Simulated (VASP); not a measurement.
# La16HO24 (a cell with a defect) in VASP: notebook, part 2 of 3

VASP 6.6.1.

## Step 4: Single point, PBE

INCAR reads:

```
ALGO = Normal
EDIFF = 1E-7
ENCUT = 520
GGA = PE
ISIF = 2
ISMEAR = -1
LASPH = True
LCHARG = False
LREAL = Auto
LWAVE = False
NBANDS = 186
NELECT = 322.0
NELM = 100
PREC = Accurate
SIGMA = 0.01
```

KPOINTS reads:

```
Automatic mesh
0
Gamma
  1 1 1
  0.25 0.25 0.25
```

POSCAR reads:

```
La16HO24
1.0
    7.8811453700     -0.0000000600      0.0000000000
   -3.9405726400      6.8252721300      0.0000000000
    0.0000000000      0.0000000000     12.3757188400
La O H
16 24 1
Direct
    0.3321465864      0.1614967138      0.3770124435
    0.1712604828      0.3389626034      0.1255760591
    0.3299290694      0.1713121466      0.8801714180
    0.1676497420      0.3316269252      0.6204476766
    0.3263696462      0.6677376276      0.3778436679
    0.1836310033      0.8407338054      0.1180249017
    0.3314573552      0.6564369793      0.8755737053
    0.1659479885      0.8388256030      0.6273096618
    0.8403629030      0.1762838210      0.3823199332
    0.6644844169      0.3367095108      0.1302801898
    0.8449867215      0.1706988423      0.8791461846
    0.6591681410      0.3322651458      0.6295171295
    0.8186448915      0.6577463819      0.3894484080
    0.6646058136      0.8317760716      0.1261116239
    0.8340711484      0.6668337853      0.8858801773
    0.6669373747      0.8337504984      0.6260645624
    0.3339577175      0.1627957097      0.1782252836
    0.1666965550      0.3361602243      0.3303095402
    0.0227605218      0.0486563752     -0.0088803730
    0.3352477309      0.1657947110      0.6853871771
    0.1646666370      0.3346030702      0.8096485650
    0.0228913046      0.0057008718      0.5078916289
    0.3391596475      0.6777016260      0.1842632359
    0.1357165142      0.8204935864      0.3148458728
    0.0302954199      0.4777649799     -0.0063499342
    0.3388046845      0.6685944433      0.6724234857
    0.1604584526      0.8310219580      0.8305634713
    0.0006294400      0.5062667003      0.4995994237
    0.8324137207      0.1579583978      0.1842457824
    0.6760639880      0.3345639554      0.3244352956
    0.5026486028     -0.0038391099      0.0075964880
    0.8294419572      0.1622801302      0.6706646383
    0.6701457405      0.3401203638      0.8302687814
    0.4702230410      0.0067576834      0.5010950136
    0.8497762173      0.6741839685      0.0928878568
    0.6671502555      0.8464191508      0.3585036197
    0.4626728444      0.4863973135     -0.0075060690
    0.8304274732      0.6653869565      0.6753038032
    0.6699170858      0.8338026575      0.8249166074
    0.4985289895      0.4791388486      0.5043046857
   -0.3971250208     -0.4288952833      0.2362503575
```

Potentials or basis: VASP PAW PBE potentials, release 64 (La, O, H).

Launch:

```
> cat potpaw_PBE.64/La/POTCAR potpaw_PBE.64/O/POTCAR potpaw_PBE.64/H/POTCAR > POTCAR
> mpirun -np 1 vasp_std > vasp.out
```

OUTCAR:

```text
EDIFF = 1E-7
   ENCUT = 520
   GGA = PE
   ISIF = 2
   ISMEAR = -1
   LASPH = True
   LREAL = Auto
   NELECT = 322.0
   NELM = 100
   PREC = Accurate

 ion  position               nearest neighbor table
   1  0.332  0.161  0.377-  18 2.39  30 2.44  24 2.46  17 2.46  34 2.52  22 2.66  40 2.68
   2  0.171  0.339  0.126-  17 2.40  23 2.42  29 2.43  25 2.51  18 2.53  37 2.58  19 2.59
   3  0.330  0.171  0.880-  27 2.40  33 2.40  21 2.41  20 2.41  19 2.52  37 2.57
   4  0.168  0.332  0.620-  21 2.34  26 2.39  32 2.39  20 2.41  22 2.63  40 2.68  28 2.77
   5  0.326  0.668  0.378-  18 2.34  36 2.34  23 2.40  24 2.47  28 2.69  34 2.78
   6  0.184  0.841  0.118-  35 2.30  17 2.32  23 2.32  24 2.46  31 2.57
   7  0.331  0.656  0.876-  21 2.34  39 2.39  27 2.42  26 2.52  37 2.52  25 2.53
   8  0.166  0.839  0.627-  20 2.34  38 2.37  26 2.41  27 2.52  22 2.58  34 2.60  28 2.77
   9  0.840  0.176  0.382-  36 2.27  30 2.32  18 2.32  29 2.45  28 2.68
  10  0.664  0.337  0.130-  17 2.33  35 2.35  30 2.40  29 2.46  31 2.78
  11  0.845  0.171  0.879-  21 2.35  39 2.40  33 2.43  19 2.48  25 2.54  32 2.58
  12  0.659  0.332  0.630-  20 2.32  38 2.34  32 2.38  33 2.49  40 2.61  34 2.74
  13  0.819  0.658  0.389-  30 2.35  24 2.35  36 2.36  40 2.61  28 2.66  22 2.80
  14  0.665  0.832  0.126-  23 2.34  29 2.34  35 2.38  31 2.67
  15  0.834  0.667  0.886-  27 2.33  33 2.33  39 2.38  35 2.56  38 2.61
[... 1330 lines left out ...]
    172      10.4311      0.00000
    173      10.4782      0.00000
 [bands above 173 left out]

------------------------ aborting loop because EDIFF is reached ----------------------------------------

  FORCE on cell =-STRESS in cart. coord.  units (eV):
  Direction    XX          YY          ZZ          XY          YZ          ZX
  --------------------------------------------------------------------------------------
  -------------------------------------------------------------------------------------
  Total       14.2156521     15.4898810     13.1044982     -0.3728166     -0.6184494     -2.2430416
  in kB       34.2135097     37.2802590     31.5392407     -0.8972762     -1.4884526     -5.3984387
  external PRESSURE =      34.3443365 kB  Pullay stress =       0.0000000 kB

 VOLUME and BASIS-vectors are now :
 -----------------------------------------------------------------------------
  energy-cutoff  :      520.00
  volume of cell :      665.70
      direct lattice vectors                 reciprocal lattice vectors
     7.881145370 -0.000000060  0.000000000     0.126885111  0.073257152  0.000000000
    -3.940572640  6.825272130  0.000000000     0.000000001  0.146514305  0.000000000
     0.000000000  0.000000000 12.375718840     0.000000000  0.000000000  0.080803387

 POSITION                                       TOTAL-FORCE (eV/Angst)
 -----------------------------------------------------------------------------------
      1.98131      1.10226      4.66580        -0.121036      0.073634     -0.017100
      0.01402      2.31351      1.55409         0.111602     -0.046326     -0.010845
      1.92515      1.16925     10.89275        -0.109940      0.075006     -0.048478
      0.01447      2.26344      7.67849         0.115117     -0.060105      0.043038
     -0.05910      4.55749      4.67609        -0.084166      0.063851     -0.055041
     -1.86575      5.73824      1.46064        -0.010173      0.045476     -0.000200
[... 33 lines left out ...]
      2.04090      3.27025      6.24113        -0.000601      0.070166      0.017979
      2.50087      3.89795      2.92377        -0.137603     -0.384836     -0.066855
 -----------------------------------------------------------------------------------
    total drift:                               -0.007226      0.008370      0.007530

  FREE ENERGIE OF THE ION-ELECTRON SYSTEM (eV)
  ---------------------------------------------------
  free  energy   TOTEN  =      -328.9389716824 eV

  energy  without entropy=     -328.9389716824  energy(sigma->0) =     -328.93897168
```

It took 58 min on 1 thread of Intel Xeon Platinum 8259CL at 2.50GHz (Skylake/Cascade Lake), shared host; peak memory 1 GiB.

What came out:

```yaml
Free_energy: -328.9390 eV
Largest_force: 0.414 eV/Å
```

Forces in eV/Å, atoms in the order of the input:
```
La  -0.121  0.074 -0.017
La   0.112 -0.046 -0.011
La  -0.110  0.075 -0.048
La   0.115 -0.060  0.043
La  -0.084  0.064 -0.055
La  -0.010  0.045  0.000
La  -0.125  0.072  0.006
La   0.118 -0.080 -0.023
La  -0.050  0.040 -0.014
La   0.023  0.019  0.067
La  -0.117  0.086  0.036
La   0.136 -0.059 -0.005
La  -0.106  0.050 -0.023
La   0.071 -0.003  0.102
La  -0.113  0.065 -0.003
La   0.124 -0.072  0.033
O    0.016  0.015  0.005
O    0.097  0.001  0.026
O    0.001  0.016 -0.025
O   -0.101  0.067 -0.012
O    0.110 -0.040 -0.010
O   -0.032 -0.012  0.029
O   -0.162  0.000  0.030
O    0.105 -0.051  0.000
O    0.002  0.012  0.026
O   -0.118  0.085  0.014
O    0.133 -0.068  0.017
O   -0.006  0.018  0.023
O   -0.079  0.132  0.008
O    0.118 -0.154  0.057
O    0.011  0.012  0.012
O   -0.119  0.085  0.000
O    0.130 -0.061  0.001
O    0.036 -0.037 -0.025
O    0.025  0.033  0.067
O    0.088 -0.044 -0.289
O    0.002  0.020 -0.022
O   -0.114  0.087  0.017
O    0.136 -0.074  0.012
O   -0.001  0.070  0.018
H   -0.138 -0.385 -0.067
```

Levels at points of the mesh, in eV from the Fermi level:
```
           k point  band 158  band 159  band 160  band 161  band 162  band 163  band 164  band 165
(0.25, 0.25, 0.25)     -1.07     -1.02     -0.88     -0.29      2.94      3.07      3.17      3.24
```

Caveat: the cell carries a net charge on a neutralising background, which shifts energy and pressure; the cell is charged against a uniform background, so pressure and absolute levels hang on convention; spin-orbit coupling is left out, which moves the levels of the heavy elements.

## Step 5: Single point, PBE

INCAR reads:

```
SYSTEM = La16HO24
PREC     = Accurate       ! precision mode
ENCUT    = 520            ! plane-wave cutoff, eV
EDIFF    = 1E-6           ! SCF threshold, eV
ISMEAR   = -1             ! smearing method
SIGMA    = 0.01           ! smearing width, eV
LREAL    = Auto         
LASPH    = .True.         ! aspherical terms in the spheres
NELM     = 200            ! most SCF steps
ALGO     = Normal         ! electronic algorithm
ISIF     = 2              ! what is computed and relaxed
LWAVE    = .False.        ! write WAVECAR
LCHARG   = .False.        ! write CHGCAR
GGA      = PE             ! functional
NELECT   = 322.0        
NBANDS   = 186            ! bands
GGA_COMPAT= .False.      
LMAXMIX  = 6              ! l up to which the mixer works
ISYM     = -1
```

KPOINTS reads:

```
explicit points
1
Reciprocal
  0.25000000   0.25000000   0.25000000 1
```

POSCAR reads:

```
La16HO24
1.0
    7.8811453700     -0.0000000600      0.0000000000
   -3.9405726400      6.8252721300      0.0000000000
    0.0000000000      0.0000000000     12.3757188400
La O H
16 24 1
Direct
    0.3379905531      0.1672865196      0.3770218167
    0.1600938551      0.3276282567      0.1255815537
    0.3278246659      0.1693088565      0.8802266875
    0.1675964291      0.3315697846      0.6204639180
    0.3230387611      0.6589530694      0.3823364171
    0.1623950224      0.8345979327      0.1303430549
    0.3286636994      0.6543605785      0.8792461384
    0.1667817568      0.8398977947      0.6295568848
    0.8315227439      0.1730777949      0.3778903723
    0.6585723761      0.3156167254      0.1180549606
    0.8429097042      0.1678608602      0.8755978655
    0.6602138342      0.3332117748      0.6273782639
    0.8418106935      0.6809415012      0.3895673506
    0.6669578175      0.8344354528      0.1263162989
    0.8324743399      0.6653076923      0.8860205328
    0.6654537925      0.8322402289      0.6261071458
    0.3364945598      0.1650880725      0.1782180921
    0.1630327478      0.3324808105      0.3304313917
    0.0133470456      0.0371095827     -0.0075863068
    0.3333402257      0.1637966954      0.6854294372
    0.1646538445      0.3346782321      0.8095844071
    0.0200655810      0.0005772665      0.5042865857
    0.3411571304      0.6666178189      0.1843988240
    0.1648689587      0.8232631466      0.3244369925
    0.0215282821      0.4688309770     -0.0061468753
    0.3369422247      0.6697919047      0.6706382964
    0.1590878064      0.8290325868      0.8303385147
   -0.0068026228      0.4988223084      0.4995490024
    0.8212320076      0.1599061588      0.1844039146
    0.6789902106      0.3640419010      0.3146918616
    0.5030447860     -0.0039075321      0.0077542970
    0.8305807538      0.1603613789      0.6723513282
    0.6682523756      0.3388012955      0.8307236236
    0.4926201257      0.0291129827      0.5009634657
    0.8248558650      0.6495571114      0.0923813812
    0.6530169217      0.8321288779      0.3583542142
    0.4500680877      0.4762409418     -0.0088090237
    0.8337178491      0.6686476324      0.6752352819
    0.6655427108      0.8294070818      0.8249794725
    0.4933897635      0.4760958930      0.5079713818
   -0.0712551768     -0.1033749264      0.2359756260
```

Launch:

```
> cat potpaw_PBE.64/La/POTCAR potpaw_PBE.64/O/POTCAR potpaw_PBE.64/H/POTCAR > POTCAR
> mpirun -np 1 vasp_std > vasp.out
```

Run time: 6.4 min. Hardware: 1 thread of Intel Xeon 6975P-C (Granite Rapids), shared host; peak memory 0.75 GiB.

It converged, with:

- Free energy: -328.9849 eV
- Largest force: 0.400 eV/Å

Forces on the atoms (eV/Å):
```
La   0.004 -0.003 -0.017
La  -0.009 -0.012  0.005
La  -0.003 -0.008 -0.033
La  -0.007  0.001  0.030
La   0.010  0.004 -0.001
La  -0.037 -0.014  0.032
La   0.002 -0.009  0.023
La  -0.010 -0.018  0.002
La  -0.001 -0.028 -0.028
La  -0.005  0.009 -0.010
La   0.006 -0.021 -0.004
La   0.003  0.015 -0.012
La   0.000  0.022 -0.070
La   0.006 -0.009  0.129
La  -0.014  0.004 -0.008
La  -0.001 -0.005  0.033
O    0.000 -0.003  0.000
O   -0.006 -0.017  0.040
O   -0.004 -0.020 -0.016
O    0.002 -0.007 -0.015
O   -0.016 -0.009 -0.001
O   -0.053 -0.038 -0.001
O   -0.033 -0.043  0.012
O    0.049  0.002  0.040
O   -0.015 -0.006  0.009
O   -0.008 -0.009 -0.009
O   -0.012 -0.013  0.017
O   -0.038  0.005  0.032
O   -0.024  0.042  0.021
O   -0.021  0.011  0.010
O    0.016 -0.030  0.004
O   -0.006 -0.011  0.002
O   -0.007 -0.005  0.031
O    0.052 -0.011 -0.015
O   -0.037 -0.045  0.093
O   -0.015 -0.029 -0.288
O   -0.008 -0.020 -0.021
O   -0.004 -0.010  0.041
O   -0.004 -0.006 -0.022
O   -0.006  0.042  0.016
H    0.253  0.306 -0.051
```

Levels at points of the mesh, in eV from the Fermi level:
| k point | band 159 | band 160 | band 161 | band 162 | band 163 | band 164 |
| --- | --- | --- | --- | --- | --- | --- |
| (0.25, 0.25, 0.25) | -1.01 | -0.85 | -0.26 | 2.97 | 3.12 | 3.20 |

Caveat: the cell carries a net charge on a neutralising background, which shifts energy and pressure; the cell is charged against a uniform background, so pressure and absolute levels hang on convention; spin-orbit coupling is left out, which moves the levels of the heavy elements.

[end of part 2 of 3]
